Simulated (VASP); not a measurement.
# HC24 in VASP: single point with PBE+D3(BJ)

Aim: the single point of HC24 with PBE+D3(BJ).

All numbers are computed with VASP 6.6.1; they aren't measurements. Logs are shortened: lines on timing, memory, paths and dates and some standing lists are left out, and cuts for length are marked.

**1. The cell of the first run**

The cell holds a slab with vacuum, 50 atoms: a = 7.392 Å, b = 16.218 Å, c = 22.000 Å, α = 90.00°, β = 90.00°, γ = 90.00°.

**2. Single point, PBE+D3(BJ)**

INCAR reads:

```
ALGO = Normal
EDIFF = 1E-6
ENCUT = 520
GGA = PE
ISIF = 2
ISMEAR = 0
IVDW = 12
LASPH = T
LCHARG = F
LREAL = Auto
LUSENCCL = F
LWAVE = F
NBANDS = 128
NELM = 100
PREC = Accurate
SIGMA = 0.05
```

KPOINTS reads:

```
k-points
0
Gamma
  4 2 1
```

POSCAR reads:

```
HC24
1.0
    7.3920000000      0.0000000000      0.0000000000
    0.0000000000     16.2175381214      0.0000000000
    0.0000000000      0.0000000000     22.0000000000
C H
48 2
Direct
    0.0000000000      0.0000000000      0.4545454545
    0.1656605664      0.0402210369      0.4674737905
    0.1638076794      0.1202568876      0.4938662904
    0.0002200908      0.1592270222      0.5062115269
   -0.0054149322      0.2409927388      0.5391832355
    0.1708046566      0.2923102486      0.5391452268
    0.1651629975      0.3740004586      0.5060757278
    0.0015785416      0.4129517027      0.4936963502
   -0.0002723644      0.4929631468      0.4672639639
    0.1653838481      0.5331851754      0.4543276417
    0.1654345575      0.6159560364      0.4329935488
   -0.0004314108      0.6580266931      0.4251758350
   -0.0005263482      0.7448370330      0.4168211505
    0.1659123524      0.7884005926      0.4168485612
    0.1658141340      0.8751921127      0.4253054226
   -0.0000496811      0.9172490026      0.4331690600
    0.3328712621     -0.0003143504      0.4552573669
    0.5000313094      0.0394349117      0.4681886688
    0.5006532368      0.1197355443      0.4940867601
    0.3335625321      0.1615445376      0.5058343063
    0.3359187627      0.2441543039      0.5216911531
    0.4998995638      0.2881619806      0.5186195683
    0.4992208333      0.3739434112      0.5060036411
    0.3304031065      0.4136904477      0.4933717186
    0.3316198346      0.4932177081      0.4670175738
    0.4993658304      0.5334535519      0.4549481338
    0.4993267891      0.6158911392      0.4333707102
    0.3324951055      0.6582215412      0.4252770951
    0.3325941759      0.7447152907      0.4170029692
    0.4996735809      0.7884037136      0.4170495951
    0.4996375706      0.8752276831      0.4255806841
    0.3329224965      0.9176133402      0.4336482881
    0.6660181372     -0.0002725121      0.4551604280
    0.8337609291      0.0399640681      0.4672309182
    0.8349784456      0.1195151523      0.4935484773
    0.6661596914      0.1592878248      0.5061394721
    0.6654861563      0.2451003173      0.5186518443
    0.8294709669      0.2891123854      0.5216644262
    0.8318254677      0.3716849729      0.5057028889
    0.6647329993      0.4134709902      0.4939149849
    0.6653536666      0.4937472900      0.4679780103
    0.8325144816      0.5334976785      0.4550476978
    0.8324630798      0.6155892357      0.4334768183
    0.6657475902      0.6579888302      0.4254512591
    0.6657122069      0.7448323330      0.4170207272
    0.8327909414      0.7885222141      0.4170312340
    0.8328923687      0.8749968072      0.4254092328
    0.6660579746      0.9173105474      0.4335432173
   -0.0288627645      0.2233455068      0.5871868217
    0.1942597145      0.3100776083      0.5871237217
```

Potentials or basis: VASP PAW PBE potentials, release 64 (C, H).

Run with:

```
cat potpaw_PBE.64/C/POTCAR potpaw_PBE.64/H/POTCAR > POTCAR
mpirun -np 1 vasp_std > vasp.out
```

OUTCAR:

```text
EDIFF = 1E-6
   ENCUT = 520
   GGA = PE
   ISIF = 2
   ISMEAR = 0
   IVDW = 12
   LASPH = T
   LREAL = Auto
   NELM = 100
   PREC = Accurate
 IVDW          = 12

 ion  position               nearest neighbor table
   1  0.000  0.000  0.455-   2 1.42  34 1.42  16 1.42
   2  0.166  0.040  0.467-   1 1.42   3 1.42  17 1.43
   3  0.164  0.120  0.494-   4 1.39   2 1.42  20 1.45
   4  0.000  0.159  0.506-   3 1.39  35 1.41   5 1.51
   5  0.995  0.241  0.539-  49 1.11  38 1.50   4 1.51   6 1.55
   6  0.171  0.292  0.539-  50 1.11  21 1.50   7 1.51   5 1.55
   7  0.165  0.374  0.506-   8 1.39  24 1.41   6 1.51
   8  0.002  0.413  0.494-   7 1.39   9 1.42  39 1.45
   9  1.000  0.493  0.467-  10 1.42   8 1.42  42 1.43
  10  0.165  0.533  0.454-   9 1.42  25 1.42  11 1.42
  11  0.165  0.616  0.433-  12 1.41  10 1.42  28 1.42
  12  1.000  0.658  0.425-  11 1.41  13 1.42  43 1.43
[... 34 lines left out ...]
  47  0.833  0.875  0.425-  46 1.41  16 1.42  48 1.42
  48  0.666  0.917  0.434-  31 1.42  33 1.42  47 1.42
  49  0.971  0.223  0.587-   5 1.11
  50  0.194  0.310  0.587-   6 1.11

  LATTYP: Found a simple orthorhombic cell.
 ALAT       =     7.3920000000
 B/A-ratio  =     2.1939310229
 C/A-ratio  =     2.9761904762

  Lattice vectors:

 A1 = (   7.3920000000,   0.0000000000,   0.0000000000)
 A2 = (   0.0000000000,  16.2175381214,   0.0000000000)
 A3 = (   0.0000000000,   0.0000000000,  22.0000000000)

Analysis of symmetry for initial positions (statically):
=====================================================================
 Subroutine PRICEL returns:
 Original cell was already a primitive cell.

 Routine SETGRP: Setting up the symmetry group for a
 simple orthorhombic supercell.

 Subroutine GETGRP returns: Found  1 space group operations
 (whereof  1 operations were pure point group operations)
 out of a pool of  8 trial point group operations.

The static configuration has the point symmetry C_1 .

Analysis of symmetry for dynamics (positions and initial velocities):
=====================================================================
 Subroutine PRICEL returns:
 Original cell was already a primitive cell.

 Routine SETGRP: Setting up the symmetry group for a
 simple orthorhombic supercell.

 Subroutine GETGRP returns: Found  1 space group operations
 (whereof  1 operations were pure point group operations)
 out of a pool of  8 trial point group operations.

The dynamic configuration has the point symmetry C_1 .

 Subroutine INISYM returns: Found  1 space group operations
 (whereof  1 operations are pure point group operations),
 and found     1 'primitive' translations

----------------------------------------------------------------------------------------

                                     Primitive cell

  volume of cell :    2637.3609

  direct lattice vectors                    reciprocal lattice vectors
     7.392000000  0.000000000  0.000000000     0.135281385  0.000000000  0.000000000
     0.000000000 16.217538121  0.000000000     0.000000000  0.061661640  0.000000000
     0.000000000  0.000000000 22.000000000     0.000000000  0.000000000  0.045454545

  length of vectors
     7.392000000 16.217538121 22.000000000     0.135281385  0.061661640  0.045454545

  position of ions in fractional coordinates (direct lattice)
     0.000000000  0.000000000  0.454545454
     0.165660566  0.040221037  0.467473791
     0.163807679  0.120256888  0.493866290
     0.000220091  0.159227022  0.506211527
     0.994585068  0.240992739  0.539183235
     0.170804657  0.292310249  0.539145227
[... 42 lines left out ...]
     0.971137236  0.223345507  0.587186822
     0.194259714  0.310077608  0.587123722

  ion indices of the primitive-cell ions
   primitive index   ion index
                 1           1
                 2           2
                 3           3
                 4           4
                 5           5
                 6           6
[... 42 lines left out ...]
                49          49
                50          50

----------------------------------------------------------------------------------------

 KPOINTS: k-points

Automatic generation of k-mesh.
 Grid dimensions read from file:
 generate k-points for:    4    2    1

 Generating k-lattice:

  Cartesian coordinates                     Fractional coordinates (reciprocal lattice)
     0.033820346  0.000000000  0.000000000     0.250000000  0.000000000  0.000000000
     0.000000000  0.030830820  0.000000000     0.000000000  0.500000000  0.000000000
     0.000000000  0.000000000  0.045454545     0.000000000  0.000000000  1.000000000

  Length of vectors
     0.033820346  0.030830820  0.045454545

  Shift w.r.t. Gamma in fractional coordinates (k-lattice)
     0.000000000  0.000000000  0.000000000

 Subroutine IBZKPT returns following result:
 ===========================================

 Found      6 irreducible k-points:

 Following reciprocal coordinates:
            Coordinates               Weight
  0.000000  0.000000  0.000000      1.000000
  0.250000  0.000000  0.000000      2.000000
  0.500000  0.000000  0.000000      1.000000
  0.000000  0.500000  0.000000      1.000000
  0.250000  0.500000  0.000000      2.000000
  0.500000  0.500000  0.000000      1.000000
   k-points           NKPTS =      6   k-points in BZ     NKDIM =      6   number of bands    NBANDS=    128
   number of dos      NEDOS =    301   number of ions     NIONS =     50
   total plane-waves  NPLWV = ******
   dimension x,y,z NGX =    56 NGY =  126 NGZ =  168
   dimension x,y,z NGXF=   112 NGYF=  252 NGZF=  336
   ions per type =              48   2
   NGX,Y,Z   is equivalent  to a cutoff of  12.59, 12.92, 12.70 a.u.
   NGXF,Y,Z  is equivalent  to a cutoff of  25.19, 25.83, 25.39 a.u.
 SYSTEM =  unknown system
   PREC   = accura    normal or accurate (medium, high low for compatibility)
   ISTART =      0    job   : 0-new  1-cont  2-samecut
   ICHARG =      2    charge: 1-file 2-atom 10-const
   ISPIN  =      1    spin polarized calculation?
   LNONCOLLINEAR =      F non collinear calculations
   LSORBIT =      F    spin-orbit coupling
   LASPH  =      T    aspherical Exc in radial PAW
   ENCUT  =  520.0 eV  38.22 Ry    6.18 a.u.  13.74 30.15 40.91*2*pi/ulx,y,z
   NELM   =    100;   NELMIN=  2; NELMDL= -5     # of ELM steps
   EDIFF  = 0.1E-05   stopping-criterion for ELM
   LREAL  =      T    real-space projection
   EDIFFG = 0.1E-04   stopping-criterion for IOM
   NSW    =      0    number of steps for IOM
   IBRION =     -1    ionic relax: 0-MD 1-quasi-New 2-CG
   NFREE  =      0    steps in history (QN), initial steepest desc. (CG)
   ISIF   =      2    stress and relaxation
   ISYM   =      2    0-nonsym 1-usesym 2-fastsym
   POTIM  = 0.5000    time-step for ionic-motion
   TEBEG  =    0.0;   TEEND  =   0.0 temperature during run
   PSTRESS=    0.0 pullay stress
   NELECT =     194.0000    total number of electrons
   NUPDOWN=      -1.0000    fix difference up-down
   EMIN   =  10.00;   EMAX   =-10.00  energy-range for DOS
   EFERMI =   0.00;   METHOD = LEGACY
   ISMEAR =     0;   SIGMA  =   0.05  broadening in eV -4-tet -1-fermi 0-gaus
   EFERMI_NEDOS =   21; number of points for ismear=-14 and -15
   IALGO  =     38    algorithm
   IMIX   =      4    mixing-type and parameters
     AMIX     =   0.40;   BMIX     =  1.00
     AMIX_MAG =   1.60;   BMIX_MAG =  1.00
  volume/ion in A,a.u.               =      52.75       355.96
  Fermi-wavevector in a.u.,A,eV,Ry     =   0.685939  1.296237  6.401710  0.470512
  Thomas-Fermi vector in A             =   1.766024
   LORBIT       =      0    0 simple, 1 ext, 2 COOP (PROOUT), +10 PAW based schemes
   GGA     = PE    functional components
   LHFCALC =     F    Hartree Fock is set to
   AEXX    =    0.0000 exact exchange contribution
   IVDW    =    12    specifies the selected vdW correction
   LEPSILON=     F    determine dielectric tensor
   LRPA    =     F    only Hartree local field effects (RPA)
 non-spin polarized calculation
 Gauss-broadening in eV      SIGMA  =   0.05
  energy-cutoff  :      520.00
  volume of cell :     2637.36
 maximum number of plane-waves:     71088
 NGX is ok and might be reduce to    56
   NGX = 27   NGY = 61   NGZ = 81

 number of electron     193.9999994 magnetization

 Free energy of the ion-electron system (eV)
  ---------------------------------------------------
  ext. energy  EPLUGINS =         0.00000000
  ---------------------------------------------------
  free energy    TOTEN  =      -447.22538669 eV

  energy without entropy =     -447.22482408  energy(sigma->0) =     -447.22510538

 E-fermi :  -2.6012     XC(G=0):  -2.0983

 val. band max:       -2.6807295342   @ k =   0.0000   0.0000   0.0000
 cond. band min:      -2.5217164012   @ k =   0.0000   0.0000   0.0000
 fundamental gap:      0.1590131330
 Fermi energy:        -2.6012229675

 k-point     1 :       0.0000    0.0000    0.0000
  band No.  band energies     occupation
      1     -22.2558      2.00000
      2     -21.8915      2.00000
      3     -21.8677      2.00000
      4     -20.7780      2.00000
      5     -20.7548      2.00000
      6     -20.3096      2.00000
[... 101 lines left out ...]
    108       0.9498      0.00000
    109       0.9770      0.00000

 k-point     2 :       0.2500    0.0000    0.0000
  band No.  band energies     occupation
      1     -22.1331      2.00000
      2     -21.7708      2.00000
      3     -21.7453      2.00000
      4     -21.1501      2.00000
      5     -20.7973      2.00000
      6     -20.7710      2.00000
[... 101 lines left out ...]
    108       0.8167      0.00000
    109       1.0133      0.00000

 k-point     3 :       0.5000    0.0000    0.0000
  band No.  band energies     occupation
      1     -21.7935      2.00000
      2     -21.7401      2.00000
      3     -21.4457      2.00000
      4     -21.3803      2.00000
      5     -21.3775      2.00000
      6     -21.3429      2.00000
[... 101 lines left out ...]
    108       0.6079      0.00000
    109       0.7438      0.00000

 k-point     4 :       0.0000    0.5000    0.0000
  band No.  band energies     occupation
      1     -22.1648      2.00000
      2     -22.1584      2.00000
      3     -21.4209      2.00000
      4     -21.4045      2.00000
      5     -20.2389      2.00000
      6     -20.2244      2.00000
[... 101 lines left out ...]
    108       0.6547      0.00000
    109       0.9630      0.00000

 k-point     5 :       0.2500    0.5000    0.0000
  band No.  band energies     occupation
      1     -22.0418      2.00000
      2     -22.0366      2.00000
      3     -21.3060      2.00000
      4     -21.2831      2.00000
      5     -21.0634      2.00000
      6     -21.0408      2.00000
[... 101 lines left out ...]
    108       0.7210      0.00000
    109       0.8260      0.00000

 k-point     6 :       0.5000    0.5000    0.0000
  band No.  band energies     occupation
      1     -21.7225      2.00000
      2     -21.6740      2.00000
      3     -21.6730      2.00000
      4     -21.6112      2.00000
      5     -20.9670      2.00000
      6     -20.9203      2.00000
[... 101 lines left out ...]
    108       0.0082      0.00000
    109       0.9508      0.00000
 [bands above 109 left out]

------------------------ aborting loop because EDIFF is reached ----------------------------------------

 Edisp (eV)   -4.35379

 E8    (eV) :    -1.3527

  FORCE on cell =-STRESS in cart. coord.  units (eV):
  Direction    XX          YY          ZZ          XY          YZ          ZX
  --------------------------------------------------------------------------------------
  -------------------------------------------------------------------------------------
  Total       9.44625    17.29540    -0.07970     0.35599    -0.00605    -0.00094
  in kB       5.73853    10.50683    -0.04842     0.21626    -0.00368    -0.00057
  external pressure =        5.40 kB  Pullay stress =        0.00 kB

 VOLUME and BASIS-vectors are now :
 -----------------------------------------------------------------------------
  energy-cutoff  :      520.00
  volume of cell :     2637.36
      direct lattice vectors                 reciprocal lattice vectors
     7.392000000  0.000000000  0.000000000     0.135281385  0.000000000  0.000000000
     0.000000000 16.217538121  0.000000000     0.000000000  0.061661640  0.000000000
     0.000000000  0.000000000 22.000000000     0.000000000  0.000000000  0.045454545

 POSITION                                       TOTAL-FORCE (eV/Angst)
 -----------------------------------------------------------------------------------
      0.00000      0.00000     10.00000         0.000200     -0.007541     -0.004816
      1.22456      0.65229     10.28442        -0.001634      0.006681      0.000812
      1.21087      1.95027     10.86506         0.007069      0.001308     -0.002403
      0.00163      2.58227     11.13665         0.000937      0.027022      0.010918
      7.35197      3.90831     11.86203        -0.004213     -0.001010     -0.000175
      1.26259      4.74055     11.86119        -0.007937     -0.001131     -0.001950
[... 42 lines left out ...]
      7.17865      3.62211     12.91811        -0.005633     -0.004155      0.021083
      1.43597      5.02870     12.91672         0.004739      0.002334      0.021815
 -----------------------------------------------------------------------------------
    total drift:                                0.019882      0.043849     -0.050300

  FREE ENERGIE OF THE ION-ELECTRON SYSTEM (eV)
  ---------------------------------------------------
  free  energy   TOTEN  =      -451.5791800214 eV

  energy  without entropy=     -451.5786174031  energy(sigma->0) =     -451.57889871
```

It took 4.9 min on 1 × NVIDIA H100 80GB with 1 thread of AMD EPYC 7R13 (Zen 3), shared host; peak memory 2.9 GiB.

Results:

| Quantity | Value |
| --- | --- |
| Free energy | -451.5792 eV |
| Largest force | 0.029 eV/Å |
| Band gap on the k mesh | 0.16 eV |
| Dispersion energy per atom | -0.087 eV |

Forces in eV/Å, atoms in the order of the input:
```
C    0.000 -0.008 -0.005
C   -0.002  0.007  0.001
C    0.007  0.001 -0.002
C    0.001  0.027  0.011
C   -0.004 -0.001  0.000
C   -0.008 -0.001 -0.002
C   -0.003 -0.023  0.006
C   -0.004  0.003 -0.007
C   -0.007 -0.007  0.002
C    0.002  0.003 -0.001
C    0.007  0.000 -0.007
C   -0.003  0.006 -0.004
C    0.004  0.002 -0.006
C   -0.001 -0.004 -0.004
C    0.007 -0.001 -0.001
C   -0.002 -0.001 -0.006
C   -0.002  0.000  0.001
C   -0.001  0.007  0.005
C   -0.008  0.008  0.007
C   -0.004 -0.007  0.002
C   -0.014  0.004  0.007
C    0.000 -0.004  0.005
C    0.003  0.007  0.004
C    0.002 -0.004  0.003
C    0.007  0.003 -0.006
C   -0.003 -0.006 -0.004
C   -0.006  0.005 -0.006
C    0.003  0.001 -0.001
C   -0.004  0.000 -0.002
C   -0.002 -0.012 -0.002
C    0.002 -0.005 -0.001
C   -0.002  0.000 -0.011
C   -0.002  0.000 -0.001
C    0.000  0.004 -0.001
C   -0.004 -0.006  0.000
C    0.000 -0.007  0.004
C    0.000 -0.004  0.006
C    0.016  0.004 -0.009
C   -0.001  0.006  0.004
C    0.011 -0.004  0.004
C    0.006 -0.003 -0.002
C    0.000  0.005 -0.001
C    0.003  0.002 -0.011
C    0.002  0.001 -0.001
C    0.004  0.003 -0.001
C   -0.001 -0.003 -0.003
C   -0.002  0.003 -0.002
C    0.005  0.000 -0.006
H   -0.006 -0.004  0.021
H    0.005  0.002  0.022
```

Levels at points of the mesh, in eV from the valence-band top:
```
           k point  band 94  band 95  band 96  band 97  band 98  band 99  band 100  band 101
(0.00, 0.00, 0.00)    -1.92    -1.44    -0.49     0.00     0.16     0.53      1.44      1.75
(0.50, 0.00, 0.00)    -2.40    -1.81    -1.68    -1.12     0.91     1.53      1.65      1.87
(0.00, 0.50, 0.00)    -1.44    -0.96    -0.91    -0.45     0.49     1.02      1.08      1.42
(0.50, 0.50, 0.00)    -2.24    -2.19    -2.15    -1.09     0.89     1.83      1.84      1.98
```

Caveat: there is no dipole correction, which matters where the two faces differ.
